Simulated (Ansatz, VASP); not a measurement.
## Al in VASP and in Ansatz

```
Al
1.0
     0.00000    2.06036    2.06036
     2.06036    0.00000    2.06036
     2.06036    2.06036    0.00000
Al
1
Direct
  0.00000 0.00000 0.00000
```

Alike in both runs: task single point; functional PBE; k mesh 18 × 18 × 18; occupations gaussian, width 0.1 eV; no spin polarisation.

|  | VASP | Ansatz |
| --- | --- | --- |
| version | VASP 6.6.1 | Ansatz 0.2.0 |
| potentials or method | VASP PAW PBE potentials, release 64 (Al), cutoff 500 eV | scalar-relativistic, plane waves, PAW |
| valence electrons in the cell | 3 | 3 |

|  | VASP | Ansatz | Ansatz less VASP |
| --- | --- | --- | --- |
| gap on the k mesh at the Fermi level (eV) | none | none | - |
| pressure (GPa) | -4.0 | -4.0 | +0.03 |

A gap of «none» marks a metal or a gap that the smearing closes.
